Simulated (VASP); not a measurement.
# Nb (Im-3m) in VASP: a series of runs, part 2 of 2

VASP 6.6.1. The steps go on from the part before.

**3. Single point, LDA**

This run uses another cell than the first one, of 17.21 Å³/atom, 0.943 times its volume.

Contents of INCAR:

```
SYSTEM = Nb
PREC     = Accurate       ! precision mode
ENCUT    = 520            ! plane-wave cutoff, eV
EDIFF    = 1E-6           ! SCF threshold, eV
ISMEAR   = 0              ! smearing method
SIGMA    = 0.1            ! smearing width, eV
LREAL    = .FALSE.        ! projectors in reciprocal space
LASPH    = .TRUE.         ! aspherical terms in the spheres
NELM     = 60             ! most SCF steps
ALGO     = Normal         ! electronic algorithm
ISIF     = 2              ! what is computed and relaxed
LWAVE    = .FALSE.        ! write WAVECAR
LCHARG   = .FALSE.        ! write CHGCAR
NBANDS   = 12             ! bands
```

Contents of KPOINTS:

```
regular mesh
0
G
  8 8 8
  0 0 0
```

Contents of POSCAR:

```
Nb
1.0
   -1.6265958826      1.6265958826      1.6265958826
    1.6265958826     -1.6265958826      1.6265958826
    1.6265958826      1.6265958826     -1.6265958826
Nb
1
Direct
    0.0000000000      0.0000000000      0.0000000000
```

Potentials or basis: VASP PAW LDA potentials, release 64 (Nb_sv).

Command:

```sh
$ cat potpaw_LDA.64/Nb_sv/POTCAR > POTCAR
$ mpirun -np 1 vasp_std > vasp.out
```

OUTCAR:

```text
SYSTEM = Nb
   PREC = Accurate
   ENCUT = 520
   EDIFF = 1E-6
   ISMEAR = 0
   LREAL = .FALSE.
   LASPH = .TRUE.
   NELM = 60
   ISIF = 2

 ion  position               nearest neighbor table
   1  0.000  0.000  0.000-

  LATTYP: Found a body centered cubic cell.
 ALAT       =     3.2531917652

  Lattice vectors:

 A1 = (  -1.6265958826,   1.6265958826,   1.6265958826)
 A2 = (   1.6265958826,  -1.6265958826,   1.6265958826)
 A3 = (   1.6265958826,   1.6265958826,  -1.6265958826)

Analysis of symmetry for initial positions (statically):
=====================================================================
 Subroutine PRICEL returns:
 Original cell was already a primitive cell.

 Routine SETGRP: Setting up the symmetry group for a
 body centered cubic supercell.

 Subroutine GETGRP returns: Found 48 space group operations
 (whereof 48 operations were pure point group operations)
 out of a pool of 48 trial point group operations.

The static configuration has the point symmetry O_h .

Analysis of symmetry for dynamics (positions and initial velocities):
=====================================================================
 Subroutine PRICEL returns:
 Original cell was already a primitive cell.

 Routine SETGRP: Setting up the symmetry group for a
 body centered cubic supercell.

 Subroutine GETGRP returns: Found 48 space group operations
 (whereof 48 operations were pure point group operations)
 out of a pool of 48 trial point group operations.

The dynamic configuration has the point symmetry O_h .

 Subroutine INISYM returns: Found 48 space group operations
 (whereof 48 operations are pure point group operations),
 and found     1 'primitive' translations

----------------------------------------------------------------------------------------

                                     Primitive cell

  volume of cell :      17.2147

  direct lattice vectors                    reciprocal lattice vectors
    -1.626595883  1.626595883  1.626595883     0.000000000  0.307390425  0.307390425
     1.626595883 -1.626595883  1.626595883     0.307390425  0.000000000  0.307390425
     1.626595883  1.626595883 -1.626595883     0.307390425  0.307390425  0.000000000

  length of vectors
     2.817346712  2.817346712  2.817346712     0.434715708  0.434715708  0.434715708

  position of ions in fractional coordinates (direct lattice)
     0.000000000  0.000000000  0.000000000

  ion indices of the primitive-cell ions
   primitive index   ion index
                 1           1

----------------------------------------------------------------------------------------

 KPOINTS: regular mesh

Automatic generation of k-mesh.
 Grid dimensions read from file:
 generate k-points for:    8    8    8

 Generating k-lattice:

  Cartesian coordinates                     Fractional coordinates (reciprocal lattice)
     0.000000000  0.038423803  0.038423803     0.125000000  0.000000000  0.000000000
     0.038423803  0.000000000  0.038423803     0.000000000  0.125000000  0.000000000
     0.038423803  0.038423803  0.000000000     0.000000000  0.000000000  0.125000000

  Length of vectors
     0.054339464  0.054339464  0.054339464

  Shift w.r.t. Gamma in fractional coordinates (k-lattice)
     0.000000000  0.000000000  0.000000000

 Subroutine IBZKPT returns following result:
 ===========================================

 Found     29 irreducible k-points:

 Following reciprocal coordinates:
            Coordinates               Weight
  0.000000  0.000000  0.000000      1.000000
  0.125000  0.000000  0.000000     12.000000
  0.250000  0.000000  0.000000     12.000000
  0.375000  0.000000  0.000000     12.000000
  0.500000  0.000000  0.000000      6.000000
  0.125000  0.125000  0.000000     24.000000
[... 16 lines left out ...]
 -0.250000  0.250000  0.250000      6.000000
 -0.375000  0.375000  0.250000     24.000000
 [... further k-points ...]
   k-points           NKPTS =     29   k-points in BZ     NKDIM =     29   number of bands    NBANDS=     12
   number of dos      NEDOS =    301   number of ions     NIONS =      1
   total plane-waves  NPLWV =  13824
   dimension x,y,z NGX =    24 NGY =   24 NGZ =   24
   dimension x,y,z NGXF=    48 NGYF=   48 NGZF=   48
   ions per type =               1
   NGX,Y,Z   is equivalent  to a cutoff of  14.16, 14.16, 14.16 a.u.
   NGXF,Y,Z  is equivalent  to a cutoff of  28.32, 28.32, 28.32 a.u.
 SYSTEM =  Nb
   PREC   = accura    normal or accurate (medium, high low for compatibility)
   ISTART =      0    job   : 0-new  1-cont  2-samecut
   ICHARG =      2    charge: 1-file 2-atom 10-const
   ISPIN  =      1    spin polarized calculation?
   LNONCOLLINEAR =      F non collinear calculations
   LSORBIT =      F    spin-orbit coupling
   LASPH  =      T    aspherical Exc in radial PAW
   ENCUT  =  520.0 eV  38.22 Ry    6.18 a.u.   5.24  5.24  5.24*2*pi/ulx,y,z
   NELM   =     60;   NELMIN=  2; NELMDL= -5     # of ELM steps
   EDIFF  = 0.1E-05   stopping-criterion for ELM
   LREAL  =      F    real-space projection
   EDIFFG = 0.1E-04   stopping-criterion for IOM
   NSW    =      0    number of steps for IOM
   IBRION =     -1    ionic relax: 0-MD 1-quasi-New 2-CG
   NFREE  =      0    steps in history (QN), initial steepest desc. (CG)
   ISIF   =      2    stress and relaxation
   ISYM   =      2    0-nonsym 1-usesym 2-fastsym
   POTIM  = 0.5000    time-step for ionic-motion
   TEBEG  =    0.0;   TEEND  =   0.0 temperature during run
   PSTRESS=    0.0 pullay stress
   NELECT =      13.0000    total number of electrons
   NUPDOWN=      -1.0000    fix difference up-down
   EMIN   =  10.00;   EMAX   =-10.00  energy-range for DOS
   EFERMI =   0.00;   METHOD = LEGACY
   ISMEAR =     0;   SIGMA  =   0.10  broadening in eV -4-tet -1-fermi 0-gaus
   EFERMI_NEDOS =   21; number of points for ismear=-14 and -15
   IALGO  =     38    algorithm
   IMIX   =      4    mixing-type and parameters
     AMIX     =   0.40;   BMIX     =  1.00
     AMIX_MAG =   1.60;   BMIX_MAG =  1.00
  volume/ion in A,a.u.               =      17.21       116.17
  Fermi-wavevector in a.u.,A,eV,Ry     =   1.490812  2.817227 30.239236  2.222521
  Thomas-Fermi vector in A             =   2.603547
   LORBIT       =      0    0 simple, 1 ext, 2 COOP (PROOUT), +10 PAW based schemes
   GGA     = CA    functional components
   LHFCALC =     F    Hartree Fock is set to
   AEXX    =    0.0000 exact exchange contribution
   IVDW    =     0    specifies the selected vdW correction
   LEPSILON=     F    determine dielectric tensor
   LRPA    =     F    only Hartree local field effects (RPA)
 non-spin polarized calculation
 Gauss-broadening in eV      SIGMA  =   0.10
  energy-cutoff  :      520.00
  volume of cell :       17.21
 maximum number of plane-waves:       476
 NGX is ok and might be reduce to    24
   NGX = 11   NGY = 11   NGZ = 11

 number of electron      13.0000001 magnetization

 Free energy of the ion-electron system (eV)
  ---------------------------------------------------
  ext. energy  EPLUGINS =         0.00000000
  ---------------------------------------------------
  free energy    TOTEN  =       -11.27950351 eV

  energy without entropy =      -11.27235836  energy(sigma->0) =      -11.27593093

 E-fermi :  11.4960     XC(G=0): -12.9536

 val. band max:       11.4889506594   @ k =   0.3750   0.2500   0.0000
 cond. band min:      11.5089265784   @ k =   0.2500   0.0000   0.0000
 fundamental gap:      0.0199759190
 Fermi energy:        11.4960253649

 k-point     1 :       0.0000    0.0000    0.0000
  band No.  band energies     occupation
      1     -42.4153      2.00000
      2     -17.7558      2.00000
      3     -17.7558      2.00000
      4     -17.7558      2.00000
      5       5.6336      2.00000
      6      11.9385      0.00000
      7      11.9385      0.00000
      8      11.9385      0.00000
      9      14.9987      0.00000
     10      14.9987      0.00000
     11      25.9980      0.00000
     12      25.9980      0.00000
[... 331 lines left out ...]
 k-point    24 :      -0.3750    0.3750    0.2500
  band No.  band energies     occupation
      1     -42.0495      2.00000
      2     -18.9287      2.00000
      3     -18.4724      2.00000
      4     -18.3348      2.00000
      5       9.0988      2.00000
      6       9.6551      2.00000
      7      12.5914      0.00000
      8      13.3909      0.00000
      9      16.3147      0.00000
     10      17.7891      0.00000
     11      26.0156      0.00000
     12      27.9533      0.00000

 [... further k-points ...]

------------------------ aborting loop because EDIFF is reached ----------------------------------------

  FORCE on cell =-STRESS in cart. coord.  units (eV):
  Direction    XX          YY          ZZ          XY          YZ          ZX
  --------------------------------------------------------------------------------------
  -------------------------------------------------------------------------------------
  Total       -0.0159596     -0.0159596     -0.0159596     -0.0000000      0.0000000     -0.0000000
  in kB       -1.4853660     -1.4853660     -1.4853660     -0.0000000      0.0000000     -0.0000000
  external PRESSURE =      -1.4853660 kB  Pullay stress =       0.0000000 kB

 VOLUME and BASIS-vectors are now :
 -----------------------------------------------------------------------------
  energy-cutoff  :      520.00
  volume of cell :       17.21
      direct lattice vectors                 reciprocal lattice vectors
    -1.626595883  1.626595883  1.626595883     0.000000000  0.307390425  0.307390425
     1.626595883 -1.626595883  1.626595883     0.307390425  0.000000000  0.307390425
     1.626595883  1.626595883 -1.626595883     0.307390425  0.307390425  0.000000000

 POSITION                                       TOTAL-FORCE (eV/Angst)
 -----------------------------------------------------------------------------------
      0.00000      0.00000      0.00000         0.000000     -0.000000     -0.000000
 -----------------------------------------------------------------------------------
    total drift:                               -0.000000      0.000000      0.000000

  FREE ENERGIE OF THE ION-ELECTRON SYSTEM (eV)
  ---------------------------------------------------
  free  energy   TOTEN  =       -11.2795035094 eV

  energy  without entropy=      -11.2723583570  energy(sigma->0) =      -11.27593093
```

Wall time 9.6 s (1 thread of Intel Xeon 8259CL, shared host); peak memory 0.13 GiB.

Results:

```
Free energy : -11.2795 eV
Pressure    : -0.1 GPa
```

**4. Relaxation of cell and atoms, LDA**

Contents of INCAR:

```
  PREC = Accurate
  ENCUT = 600
  EDIFF = 1E-7
  ISMEAR = 0
  SIGMA = 0.1
  LREAL = False
  LASPH = True
  NELM = 80
  ALGO = Normal
  ISIF = 3
  LWAVE = False
  LCHARG = False
  GGA = CA
  IBRION = 2
  NSW = 100
  EDIFFG = -0.05
```

Contents of KPOINTS:

```
Automatic mesh
0
Gamma
  8 8 8
```

Contents of POSCAR:

```
Nb
1.0
   -1.6588161900      1.6588161900      1.6588161900
    1.6588161900     -1.6588161900      1.6588161900
    1.6588161900      1.6588161900     -1.6588161900
Nb
1
Direct
    0.0000000000      0.0000000000      0.0000000000
```

Command:

```sh
$ cat potpaw_LDA.64/Nb_sv/POTCAR > POTCAR
$ mpirun -np 1 vasp_std > vasp.out
```

Run time: 24 s. Hardware: 1 thread of Intel Xeon 8259CL, shared host; peak memory 0.14 GiB.

Results (log left out):

```
Free energy                            : -11.2801 eV
Relaxed volume                         : 17.25 Å³/atom
Relaxed cell                           : a = 2.819 Å, b = 2.819 Å, c = 2.819 Å, α = 109.47°, β = 109.47°, γ = 109.47°
Space group after relaxing (to 0.05 Å) : Im-3m (No. 229)
Energy gained by relaxing              : 36.1 meV/atom
Ionic steps                            : 3
Pressure after relaxing                : -0.5 GPa
```

The path:
```
step  energy change (eV)  largest force (eV/Å)  pressure (GPa)  volume (Å³)
   1              0.0000                0.0000          -10.52        18.26
   2              0.1283                0.0000           30.03        15.27
   3             -0.0361                0.0000           -0.45        17.25
```

Final structure:
```
Nb
1.0
    -1.62761    1.62761    1.62761
     1.62761   -1.62761    1.62761
     1.62761    1.62761   -1.62761
Nb
1
Direct
  0.00000 0.00000 0.00000
```

Levels at points of the mesh, in eV from the Fermi level:
```tsv
k point	band 4	band 5	band 6	band 7	band 8	band 9
(0.00, 0.00, 0.00)	-29.26	-5.86	0.44	0.44	0.44	3.50
(0.50, 0.00, 0.00)	-29.28	-3.79	-1.69	2.71	3.55	4.27
(0.50, 0.50, 0.50)	-30.33	-3.86	-3.86	6.03	6.03	6.03
```

**5. The runs side by side**

```tsv
task	cell	cutoff (eV)	gap on the mesh (eV)	pressure (GPa)
single point	a = 2.873 Å, angles 109.5°, 1 atom	520	none	-10.6
single point	a = 2.817 Å, angles 109.5°, 1 atom	520	none	-0.1
relaxation of cell and atoms	relaxed from a = 2.873 Å, angles 109.5°, 1 atom	600	none	-0.5
```

Alike in all rows: level LDA; potentials or basis VASP PAW LDA potentials, release 64 (Nb_sv); no spin polarisation; k mesh 8 × 8 × 8; smearing gaussian 0.1 eV.

Total energies depend on the potentials used, so only differences within one code and one set of settings carry meaning.
